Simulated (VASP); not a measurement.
# Os (Fm-3m) in VASP: further runs

Os is run at these levels: r2SCAN; tasks: relaxation of cell and atoms, single point.

Everything below comes from runs of VASP 6.6.1. Logs are shortened: lines on timing, memory, paths and dates and some standing lists are left out, and cuts for length are marked.

### Step 1. The cell of the first run

It takes space group Fm-3m (No. 225, cubic). Conventional cell: a = 3.890 Å, b = 3.890 Å, c = 3.890 Å, α = 90.00°, β = 90.00°, γ = 90.00°. Within 3.6 Å of Os (site symmetry m-3m) lie 12 Os at 2.75 Å.

### Step 2. Relaxation of cell and atoms, r2SCAN

The input, POSCAR:

```
Os
1.0
    0.0000000000      1.9450000000      1.9450000000
    1.9450000000      0.0000000000      1.9450000000
    1.9450000000      1.9450000000      0.0000000000
Os
1
Direct
    0.0000000000      0.0000000000      0.0000000000
```

The input, INCAR.step1:

```
PREC = Accurate
ENCUT = 600
ISMEAR = -1
SIGMA = 0.05
LREAL = F
LASPH = T
NELM = 100
GGA = PE
ALGO = Normal
EDIFF = 1E-4
LWAVE = T
LCHARG = F
```

The input, INCAR.step2:

```
PREC = Accurate
ENCUT = 600
EDIFF = 1E-6
ISMEAR = -1
SIGMA = 0.05
LREAL = F
LASPH = T
NELM = 100
ALGO = Normal
ISIF = 3
LWAVE = F
LCHARG = F
METAGGA = R2SCAN
LMIXTAU = T
IBRION = 2
NSW = 60
EDIFFG = -0.01
ISTART = 1
```

The input, KPOINTS:

```
regular mesh
0
Gamma
  10 10 10
```

Potentials or basis: VASP PAW PBE potentials, release 64 (Os).

Command:

```sh
$ cat potpaw_PBE.64/Os/POTCAR > POTCAR
$ cp INCAR.step1 INCAR
$ mpirun -np 1 vasp_std > vasp.out
$ cp INCAR.step2 INCAR
$ mpirun -np 1 vasp_std > vasp.out
```

OUTCAR:

```text
PREC = Accurate
   ENCUT = 600
   EDIFF = 1E-6
   ISMEAR = -1
   LREAL = F
   LASPH = T
   NELM = 100
   ISIF = 3
   METAGGA = R2SCAN
   IBRION = 2
   NSW = 60
   EDIFFG = -0.01
   ISTART = 1

 ion  position               nearest neighbor table
   1  0.000  0.000  0.000-

  LATTYP: Found a face centered cubic cell.
 ALAT       =     3.8900000000

  Lattice vectors:

 A1 = (   0.0000000000,   1.9450000000,   1.9450000000)
 A2 = (   1.9450000000,   0.0000000000,   1.9450000000)
 A3 = (   1.9450000000,   1.9450000000,   0.0000000000)

Analysis of symmetry for initial positions (statically):
=====================================================================
 Subroutine PRICEL returns:
 Original cell was already a primitive cell.

 Routine SETGRP: Setting up the symmetry group for a
 face centered cubic supercell.

 Subroutine GETGRP returns: Found 48 space group operations
 (whereof 48 operations were pure point group operations)
 out of a pool of 48 trial point group operations.

The static configuration has the point symmetry O_h .

Analysis of symmetry for dynamics (positions and initial velocities):
=====================================================================
 Subroutine PRICEL returns:
 Original cell was already a primitive cell.

 Routine SETGRP: Setting up the symmetry group for a
 face centered cubic supercell.

 Subroutine GETGRP returns: Found 48 space group operations
 (whereof 48 operations were pure point group operations)
 out of a pool of 48 trial point group operations.

The dynamic configuration has the point symmetry O_h .

 Subroutine INISYM returns: Found 48 space group operations
 (whereof 48 operations are pure point group operations),
 and found     1 'primitive' translations

----------------------------------------------------------------------------------------

                                     Primitive cell

  volume of cell :      14.7160

  direct lattice vectors                    reciprocal lattice vectors
     0.000000000  1.945000000  1.945000000    -0.257069409  0.257069409  0.257069409
     1.945000000  0.000000000  1.945000000     0.257069409 -0.257069409  0.257069409
     1.945000000  1.945000000  0.000000000     0.257069409  0.257069409 -0.257069409

  length of vectors
     2.750645379  2.750645379  2.750645379     0.445257277  0.445257277  0.445257277

  position of ions in fractional coordinates (direct lattice)
     0.000000000  0.000000000  0.000000000

  ion indices of the primitive-cell ions
   primitive index   ion index
                 1           1

----------------------------------------------------------------------------------------

 KPOINTS: regular mesh

Automatic generation of k-mesh.
 Grid dimensions read from file:
 generate k-points for:   10   10   10

 Generating k-lattice:

  Cartesian coordinates                     Fractional coordinates (reciprocal lattice)
    -0.025706941  0.025706941  0.025706941     0.100000000  0.000000000  0.000000000
     0.025706941 -0.025706941  0.025706941     0.000000000  0.100000000  0.000000000
     0.025706941  0.025706941 -0.025706941     0.000000000  0.000000000  0.100000000

  Length of vectors
     0.044525728  0.044525728  0.044525728

  Shift w.r.t. Gamma in fractional coordinates (k-lattice)
     0.000000000  0.000000000  0.000000000

 Subroutine IBZKPT returns following result:
 ===========================================

 Found     47 irreducible k-points:

 Following reciprocal coordinates:
            Coordinates               Weight
  0.000000  0.000000  0.000000      1.000000
  0.100000  0.000000  0.000000      8.000000
  0.200000  0.000000  0.000000      8.000000
  0.300000  0.000000  0.000000      8.000000
  0.400000  0.000000  0.000000      8.000000
  0.500000  0.000000  0.000000      4.000000
[... 16 lines left out ...]
  0.300000  0.300000  0.000000      6.000000
  0.400000  0.300000  0.000000     24.000000
 [... further k-points ...]
   k-points           NKPTS =     47   k-points in BZ     NKDIM =     47   number of bands    NBANDS=      8
   number of dos      NEDOS =    301   number of ions     NIONS =      1
   total plane-waves  NPLWV =  13824
   dimension x,y,z NGX =    24 NGY =   24 NGZ =   24
   dimension x,y,z NGXF=    48 NGYF=   48 NGZF=   48
   ions per type =               1
   NGX,Y,Z   is equivalent  to a cutoff of  14.51, 14.51, 14.51 a.u.
   NGXF,Y,Z  is equivalent  to a cutoff of  29.01, 29.01, 29.01 a.u.
 SYSTEM =  unknown system
   PREC   = accura    normal or accurate (medium, high low for compatibility)
   ISTART =      1    job   : 0-new  1-cont  2-samecut
   ICHARG =      0    charge: 1-file 2-atom 10-const
   ISPIN  =      1    spin polarized calculation?
   LNONCOLLINEAR =      F non collinear calculations
   LSORBIT =      F    spin-orbit coupling
   LASPH  =      T    aspherical Exc in radial PAW
   ENCUT  =  600.0 eV  44.10 Ry    6.64 a.u.   5.49  5.49  5.49*2*pi/ulx,y,z
   NELM   =    100;   NELMIN=  2; NELMDL=  0     # of ELM steps
   EDIFF  = 0.1E-05   stopping-criterion for ELM
   LREAL  =      F    real-space projection
   EDIFFG = -.1E-01   stopping-criterion for IOM
   NSW    =     60    number of steps for IOM
   IBRION =      2    ionic relax: 0-MD 1-quasi-New 2-CG
   NFREE  =      1    steps in history (QN), initial steepest desc. (CG)
   ISIF   =      3    stress and relaxation
   ISYM   =      2    0-nonsym 1-usesym 2-fastsym
   POTIM  = 0.5000    time-step for ionic-motion
   TEBEG  =    0.0;   TEEND  =   0.0 temperature during run
   PSTRESS=    0.0 pullay stress
   NELECT =       8.0000    total number of electrons
   NUPDOWN=      -1.0000    fix difference up-down
   EMIN   =  10.00;   EMAX   =-10.00  energy-range for DOS
   EFERMI =   0.00;   METHOD = LEGACY
   ISMEAR =    -1;   SIGMA  =   0.05  broadening in eV -4-tet -1-fermi 0-gaus
   EFERMI_NEDOS =   21; number of points for ismear=-14 and -15
   IALGO  =     38    algorithm
   IMIX   =      4    mixing-type and parameters
     AMIX     =   0.40;   BMIX     =  1.00
     AMIX_MAG =   1.60;   BMIX_MAG =  1.00
  volume/ion in A,a.u.               =      14.72        99.31
  Fermi-wavevector in a.u.,A,eV,Ry     =   1.336109  2.524880 24.288947  1.785187
  Thomas-Fermi vector in A             =   2.464761
   LORBIT       =      0    0 simple, 1 ext, 2 COOP (PROOUT), +10 PAW based schemes
   METAGGA = R2SCAN    functional components
   LHFCALC =     F    Hartree Fock is set to
   AEXX    =    0.0000 exact exchange contribution
   IVDW    =     0    specifies the selected vdW correction
   LEPSILON=     F    determine dielectric tensor
   LRPA    =     F    only Hartree local field effects (RPA)
 conjugate gradient relaxation of ions
 non-spin polarized calculation
  energy-cutoff  :      600.00
  volume of cell :       14.72
 maximum number of plane-waves:       531
 NGX is ok and might be reduce to    24
   NGX = 11   NGY = 11   NGZ = 11

--------------------------------------- Ionic step        1  -------------------------------------------

 number of electron       8.0000000 magnetization

 Free energy of the ion-electron system (eV)
  ---------------------------------------------------
  ext. energy  EPLUGINS =         0.00000000
  ---------------------------------------------------
  free energy    TOTEN  =       -52.78892389 eV

  energy without entropy =      -52.77677210  energy(sigma->0) =      -52.78284799

------------------------ aborting loop because EDIFF is reached ----------------------------------------

  FORCE on cell =-STRESS in cart. coord.  units (eV):
  Direction    XX          YY          ZZ          XY          YZ          ZX
  --------------------------------------------------------------------------------------
  -------------------------------------------------------------------------------------
  Total       -1.4385122     -1.4385122     -1.4385122      0.0000000      0.0000000      0.0000000
  in kB     -156.6157064   -156.6157064   -156.6157064      0.0000000      0.0000000      0.0000000
  external PRESSURE =    -156.6157064 kB  Pullay stress =       0.0000000 kB
[... 20 lines left out ...]
  energy  without entropy=      -52.7767720966  energy(sigma->0) =      -52.78284799

--------------------------------------- Ionic step        2  -------------------------------------------

 number of electron       8.0000000 magnetization

 E-fermi :  11.9061     XC(G=0): -16.4947

 val. band max:       11.8974656183   @ k =   0.3000   0.1000   0.0000
 cond. band min:      11.9319911809   @ k =   0.0000   0.0000   0.0000
 fundamental gap:      0.0345255627
 Fermi energy:        11.9060967833

 k-point     1 :       0.0000    0.0000    0.0000
  band No.  band energies     occupation
      1      -1.0273      2.00000
      2       7.8623      2.00000
      3       7.8623      2.00000
      4       7.8623      2.00000
      5      11.9320      0.74669
      6      11.9320      0.74669
      7      26.5264      0.00000
      8      33.7939      0.00000
[... 355 lines left out ...]
  energy  without entropy=      -52.8073913738  energy(sigma->0) =      -52.81316145

--------------------------------------- Ionic step        5  -------------------------------------------

 number of electron       8.0000000 magnetization

 Free energy of the ion-electron system (eV)
  ---------------------------------------------------
  ext. energy  EPLUGINS =         0.00000000
  ---------------------------------------------------
  free energy    TOTEN  =       -52.81894341 eV

  energy without entropy =      -52.80741372  energy(sigma->0) =      -52.81317856

 E-fermi :   9.0460     XC(G=0): -15.3202

 val. band max:        9.0424963321   @ k =   0.4000   0.3000   0.1000
 cond. band min:       9.0461472433   @ k =   0.4000   0.2000   0.1000
 fundamental gap:      0.0036509112
 Fermi energy:         9.0459936430

 k-point     1 :       0.0000    0.0000    0.0000
  band No.  band energies     occupation
      1      -2.2295      2.00000
      2       5.9281      2.00000
      3       5.9281      2.00000
      4       5.9281      2.00000
      5       9.0255      1.20246
      6       9.0255      1.20246
      7      23.9203      0.00000
      8      30.0368      0.00000
[... 281 lines left out ...]
  FREE ENERGIE OF THE ION-ELECTRON SYSTEM (eV)
  ---------------------------------------------------
  free  energy   TOTEN  =       -52.8189434073 eV

  energy  without entropy=      -52.8074137192  energy(sigma->0) =      -52.81317856

 reached required accuracy - stopping structural energy minimisation
```

Wall time 1.9 min (1 thread of Intel Xeon Platinum 8259CL at 2.50GHz (Skylake/Cascade Lake), shared host); peak memory 0.15 GiB.

Results:

```
Free energy                            : -52.8189 eV
Relaxed volume                         : 14.13 Å³/atom
Relaxed cell                           : a = 2.713 Å, b = 2.713 Å, c = 2.713 Å, α = 60.00°, β = 60.00°, γ = 60.00°
Space group after relaxing (to 0.05 Å) : Fm-3m (No. 225)
Energy gained by relaxing              : 30.0 meV/atom
Ionic steps                            : 5
Pressure after relaxing                : 0.1 GPa
Band gap on the k mesh                 : zero (band 4 reaches 11.44 eV, above the bottom of band 5 at 7.42 eV)
```

Step by step:
```tsv
step	energy change (eV)	largest force (eV/Å)	pressure (GPa)	volume (Å³)
1	0.0000	0.0000	-15.66	14.72
2	0.6460	0.0000	113.17	11.86
3	-0.0298	0.0000	-1.33	14.17
4	-0.0300	0.0000	-0.29	14.14
5	-0.0300	0.0000	0.06	14.13
```

Final structure:
```xyz
1
Lattice="0.0000 1.9187 1.9187 1.9187 0.0000 1.9187 1.9187 1.9187 0.0000" Properties=species:S:1:pos:R:3 pbc="T T T"
Os    0.0000    0.0000    0.0000
```

Caveat: the PAW data sets were made with another functional, which shifts forces and pressure a little; spin-orbit coupling is left out, which moves the levels of the heavy elements.

(Part 1 of 2 ends here.)
